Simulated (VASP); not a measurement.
# NaI (Pm-3m) in VASP: settings compared

Aim: see how the results for NaI move with the level of theory and the settings. Levels: LDA, PBE, r2SCAN. Tasks: single point, relaxation of cell and atoms.

Program: VASP 6.6.1. These are calculated values, not measurements. Logs are shortened: lines on timing, memory, paths and dates and some standing lists are left out, and cuts for length are marked.

## (1) The cell of the first run

It takes space group Pm-3m (No. 221, cubic). Conventional cell: a = 4.041 Å, b = 4.041 Å, c = 4.041 Å, α = 90.00°, β = 90.00°, γ = 90.00°. Within 4.6 Å of Na (site symmetry m-3m) lie 8 I at 3.50 Å and 6 Na at 4.04 Å. Within 4.6 Å of I (site symmetry m-3m) lie 8 Na at 3.50 Å and 6 I at 4.04 Å.

## (2) Single point, LDA

INCAR

```
SYSTEM = NaI
  PREC = Accurate
  ENCUT = 520
  EDIFF = 1E-6
  ISMEAR = 0
  SIGMA = 0.01
  LREAL = .False.
  LASPH = .True.
  NELM = 80
  ALGO = Normal
  ISIF = 2
  LWAVE = .False.
  LCHARG = .False.
  GGA = CA
  NBANDS = 14
```

KPOINTS

```
Automatic mesh
0
Gamma
  6 6 6
  0 0 0
```

POSCAR

```
NaI
1.0
    4.0405366006      0.0000000000      0.0000000000
    0.0000000000      4.0405366006      0.0000000000
    0.0000000000      0.0000000000      4.0405366006
Na I
1 1
Direct
    0.0000000000      0.0000000000      0.0000000000
    0.5000000000      0.5000000000      0.5000000000
```

Potentials or basis: VASP PAW LDA potentials, release 64 (Na_pv, I).

On the command line:

```bash
cat potpaw_LDA.64/Na_pv/POTCAR potpaw_LDA.64/I/POTCAR > POTCAR
mpirun -np 1 vasp_std > vasp.out
```

OUTCAR:

```text
SYSTEM = NaI
   PREC = Accurate
   ENCUT = 520
   EDIFF = 1E-6
   ISMEAR = 0
   LREAL = .False.
   LASPH = .True.
   NELM = 80
   ISIF = 2
   GGA = CA

 ion  position               nearest neighbor table
   1  0.000  0.000  0.000-
   2  0.500  0.500  0.500-

  LATTYP: Found a simple cubic cell.
 ALAT       =     4.0405366006

  Lattice vectors:

 A1 = (   4.0405366006,   0.0000000000,   0.0000000000)
 A2 = (   0.0000000000,   4.0405366006,   0.0000000000)
 A3 = (   0.0000000000,   0.0000000000,   4.0405366006)

Analysis of symmetry for initial positions (statically):
=====================================================================
 Subroutine PRICEL returns:
 Original cell was already a primitive cell.

 Routine SETGRP: Setting up the symmetry group for a
 simple cubic supercell.

 Subroutine GETGRP returns: Found 48 space group operations
 (whereof 48 operations were pure point group operations)
 out of a pool of 48 trial point group operations.

The static configuration has the point symmetry O_h .

Analysis of symmetry for dynamics (positions and initial velocities):
=====================================================================
 Subroutine PRICEL returns:
 Original cell was already a primitive cell.

 Routine SETGRP: Setting up the symmetry group for a
 simple cubic supercell.

 Subroutine GETGRP returns: Found 48 space group operations
 (whereof 48 operations were pure point group operations)
 out of a pool of 48 trial point group operations.

The dynamic configuration has the point symmetry O_h .

 Subroutine INISYM returns: Found 48 space group operations
 (whereof 48 operations are pure point group operations),
 and found     1 'primitive' translations

----------------------------------------------------------------------------------------

                                     Primitive cell

  volume of cell :      65.9655

  direct lattice vectors                    reciprocal lattice vectors
     4.040536601  0.000000000  0.000000000     0.247491880  0.000000000  0.000000000
     0.000000000  4.040536601  0.000000000     0.000000000  0.247491880  0.000000000
     0.000000000  0.000000000  4.040536601     0.000000000  0.000000000  0.247491880

  length of vectors
     4.040536601  4.040536601  4.040536601     0.247491880  0.247491880  0.247491880

  position of ions in fractional coordinates (direct lattice)
     0.000000000  0.000000000  0.000000000
     0.500000000  0.500000000  0.500000000

  ion indices of the primitive-cell ions
   primitive index   ion index
                 1           1
                 2           2

----------------------------------------------------------------------------------------

 KPOINTS: Automatic mesh

Automatic generation of k-mesh.
 Grid dimensions read from file:
 generate k-points for:    6    6    6

 Generating k-lattice:

  Cartesian coordinates                     Fractional coordinates (reciprocal lattice)
     0.041248647  0.000000000  0.000000000     0.166666667  0.000000000  0.000000000
     0.000000000  0.041248647  0.000000000     0.000000000  0.166666667  0.000000000
     0.000000000  0.000000000  0.041248647     0.000000000  0.000000000  0.166666667

  Length of vectors
     0.041248647  0.041248647  0.041248647

  Shift w.r.t. Gamma in fractional coordinates (k-lattice)
     0.000000000  0.000000000  0.000000000

 Subroutine IBZKPT returns following result:
 ===========================================

 Found     20 irreducible k-points:

 Following reciprocal coordinates:
            Coordinates               Weight
  0.000000  0.000000  0.000000      1.000000
  0.166667  0.000000  0.000000      6.000000
  0.333333  0.000000  0.000000      6.000000
  0.500000  0.000000  0.000000      3.000000
  0.166667  0.166667  0.000000     12.000000
  0.333333  0.166667  0.000000     24.000000
[... 12 lines left out ...]
  0.500000  0.500000  0.333333      6.000000
  0.500000  0.500000  0.500000      1.000000
   k-points           NKPTS =     20   k-points in BZ     NKDIM =     20   number of bands    NBANDS=     14
   number of dos      NEDOS =    301   number of ions     NIONS =      2
   total plane-waves  NPLWV =  27000
   dimension x,y,z NGX =    30 NGY =   30 NGZ =   30
   dimension x,y,z NGXF=    60 NGYF=   60 NGZF=   60
   ions per type =               1   1
   NGX,Y,Z   is equivalent  to a cutoff of  12.34, 12.34, 12.34 a.u.
   NGXF,Y,Z  is equivalent  to a cutoff of  24.69, 24.69, 24.69 a.u.
 SYSTEM =  NaI
   PREC   = accura    normal or accurate (medium, high low for compatibility)
   ISTART =      0    job   : 0-new  1-cont  2-samecut
   ICHARG =      2    charge: 1-file 2-atom 10-const
   ISPIN  =      1    spin polarized calculation?
   LNONCOLLINEAR =      F non collinear calculations
   LSORBIT =      F    spin-orbit coupling
   LASPH  =      T    aspherical Exc in radial PAW
   ENCUT  =  520.0 eV  38.22 Ry    6.18 a.u.   7.51  7.51  7.51*2*pi/ulx,y,z
   NELM   =     80;   NELMIN=  2; NELMDL= -5     # of ELM steps
   EDIFF  = 0.1E-05   stopping-criterion for ELM
   LREAL  =      F    real-space projection
   EDIFFG = 0.1E-04   stopping-criterion for IOM
   NSW    =      0    number of steps for IOM
   IBRION =     -1    ionic relax: 0-MD 1-quasi-New 2-CG
   NFREE  =      0    steps in history (QN), initial steepest desc. (CG)
   ISIF   =      2    stress and relaxation
   ISYM   =      2    0-nonsym 1-usesym 2-fastsym
   POTIM  = 0.5000    time-step for ionic-motion
   TEBEG  =    0.0;   TEEND  =   0.0 temperature during run
   PSTRESS=    0.0 pullay stress
   NELECT =      14.0000    total number of electrons
   NUPDOWN=      -1.0000    fix difference up-down
   EMIN   =  10.00;   EMAX   =-10.00  energy-range for DOS
   EFERMI =   0.00;   METHOD = LEGACY
   ISMEAR =     0;   SIGMA  =   0.01  broadening in eV -4-tet -1-fermi 0-gaus
   EFERMI_NEDOS =   21; number of points for ismear=-14 and -15
   IALGO  =     38    algorithm
   IMIX   =      4    mixing-type and parameters
     AMIX     =   0.40;   BMIX     =  1.00
     AMIX_MAG =   1.60;   BMIX_MAG =  1.00
  volume/ion in A,a.u.               =      32.98       222.58
  Fermi-wavevector in a.u.,A,eV,Ry     =   0.976514  1.845344 12.974237  0.953580
  Thomas-Fermi vector in A             =   2.107139
   LORBIT       =      0    0 simple, 1 ext, 2 COOP (PROOUT), +10 PAW based schemes
   GGA     = CA    functional components
   LHFCALC =     F    Hartree Fock is set to
   AEXX    =    0.0000 exact exchange contribution
   IVDW    =     0    specifies the selected vdW correction
   LEPSILON=     F    determine dielectric tensor
   LRPA    =     F    only Hartree local field effects (RPA)
 non-spin polarized calculation
 Gauss-broadening in eV      SIGMA  =   0.01
  energy-cutoff  :      520.00
  volume of cell :       65.97
 maximum number of plane-waves:      1800
   NGX = 15   NGY = 15   NGZ = 15

 number of electron      13.9999984 magnetization

 Free energy of the ion-electron system (eV)
  ---------------------------------------------------
  ext. energy  EPLUGINS =         0.00000000
  ---------------------------------------------------
  free energy    TOTEN  =        -5.68585871 eV

  energy without entropy =       -5.68585871  energy(sigma->0) =       -5.68585871

 E-fermi :   1.8073     XC(G=0):  -8.2300

 val. band max:        1.7646845126   @ k =   0.5000   0.5000   0.0000
 cond. band min:       3.8135503210   @ k =   0.0000   0.0000   0.0000
 fundamental gap:      2.0488658084
 Fermi energy:         1.8072788034

 k-point     1 :       0.0000    0.0000    0.0000
  band No.  band energies     occupation
      1     -21.8668      2.00000
      2     -21.8668      2.00000
      3     -21.8668      2.00000
      4     -10.1195      2.00000
      5       1.1021      2.00000
      6       1.1021      2.00000
      7       1.1021      2.00000
      8       3.8136      0.00000
      9       7.2236      0.00000
     10       7.2236      0.00000
     11      12.7170      0.00000
     12      12.7170      0.00000
     13      12.7170      0.00000
     14      13.6237      0.00000

 k-point     2 :       0.1667    0.0000    0.0000
  band No.  band energies     occupation
      1     -21.8689      2.00000
      2     -21.8666      2.00000
      3     -21.8666      2.00000
      4     -10.0426      2.00000
      5       0.1487      2.00000
      6       1.1797      2.00000
      7       1.1797      2.00000
      8       4.5304      0.00000
      9       7.4516      0.00000
     10       8.0148      0.00000
     11      11.3872      0.00000
     12      11.3872      0.00000
     13      11.9325      0.00000
     14      13.5352      0.00000

 k-point     3 :       0.3333    0.0000    0.0000
  band No.  band energies     occupation
      1     -21.8733      2.00000
      2     -21.8662      2.00000
      3     -21.8662      2.00000
      4      -9.8779      2.00000
      5      -1.0788      2.00000
      6       1.3458      2.00000
      7       1.3458      2.00000
      8       5.5162      0.00000
      9       8.1013      0.00000
     10       8.4862      0.00000
     11      10.0483      0.00000
     12      10.0483      0.00000
     13      11.4392      0.00000
     14      12.5295      0.00000
[... 256 lines left out ...]
 k-point    19 :       0.5000    0.5000    0.3333
  band No.  band energies     occupation
      1     -21.8733      2.00000
      2     -21.8733      2.00000
      3     -21.8711      2.00000
      4      -9.3066      2.00000
      5      -0.5036      2.00000
      6      -0.5036      2.00000
      7       0.0683      2.00000
      8       5.2397      0.00000
      9       6.3626      0.00000
     10       6.3626      0.00000
     11       9.0696      0.00000
     12      12.7560      0.00000
     13      14.5552      0.00000
     14      14.5552      0.00000

 k-point    20 :       0.5000    0.5000    0.5000
  band No.  band energies     occupation
      1     -21.8730      2.00000
      2     -21.8730      2.00000
      3     -21.8730      2.00000
      4      -9.2342      2.00000
      5      -0.3605      2.00000
      6      -0.3605      2.00000
      7      -0.3605      2.00000
      8       5.7724      0.00000
      9       5.7724      0.00000
     10       5.7724      0.00000
     11       8.0867      0.00000
     12      15.1144      0.00000
     13      15.1144      0.00000
     14      15.1144      0.00000

------------------------ aborting loop because EDIFF is reached ----------------------------------------

  FORCE on cell =-STRESS in cart. coord.  units (eV):
  Direction    XX          YY          ZZ          XY          YZ          ZX
  --------------------------------------------------------------------------------------
  -------------------------------------------------------------------------------------
  Total       -0.6751877     -0.6751877     -0.6751877      0.0000000      0.0000000     -0.0000000
  in kB      -16.3990229    -16.3990229    -16.3990229      0.0000000      0.0000000     -0.0000000
  external PRESSURE =     -16.3990229 kB  Pullay stress =       0.0000000 kB

 VOLUME and BASIS-vectors are now :
 -----------------------------------------------------------------------------
  energy-cutoff  :      520.00
  volume of cell :       65.97
      direct lattice vectors                 reciprocal lattice vectors
     4.040536601  0.000000000  0.000000000     0.247491880  0.000000000  0.000000000
     0.000000000  4.040536601  0.000000000     0.000000000  0.247491880  0.000000000
     0.000000000  0.000000000  4.040536601     0.000000000  0.000000000  0.247491880

 POSITION                                       TOTAL-FORCE (eV/Angst)
 -----------------------------------------------------------------------------------
      0.00000      0.00000      0.00000         0.000000      0.000000      0.000000
      2.02027      2.02027      2.02027         0.000000      0.000000      0.000000
 -----------------------------------------------------------------------------------
    total drift:                                0.000000     -0.000000     -0.000000

  FREE ENERGIE OF THE ION-ELECTRON SYSTEM (eV)
  ---------------------------------------------------
  free  energy   TOTEN  =        -5.6858587131 eV

  energy  without entropy=       -5.6858587131  energy(sigma->0) =       -5.68585871
```

Run time: 19 s. Hardware: 1 thread of Intel Xeon 8259CL, shared host; peak memory 0.15 GiB.

Results:

- Free energy: -5.6859 eV
- Pressure: -1.6 GPa
- Band gap on the k mesh: 2.05 eV (least direct gap 2.60 eV)

Levels at points of the mesh, in eV from the valence-band top:
```tsv
k point	band 5	band 6	band 7	band 8	band 9	band 10
(0.00, 0.00, 0.00)	-0.66	-0.66	-0.66	2.05	5.46	5.46
(0.50, 0.00, 0.00)	-3.33	-0.33	-0.33	4.41	6.09	6.97
(0.50, 0.50, 0.00)	-2.63	-2.63	0.00	2.60	6.86	8.03
(0.50, 0.50, 0.50)	-2.13	-2.13	-2.13	4.01	4.01	4.01
```

Caveat: the structure was generated, so it needn't be the stable form of NaI; spin-orbit coupling is left out, which moves the levels of the heavy elements. A k mesh can miss the band edges.

[end of part 1 of 3]
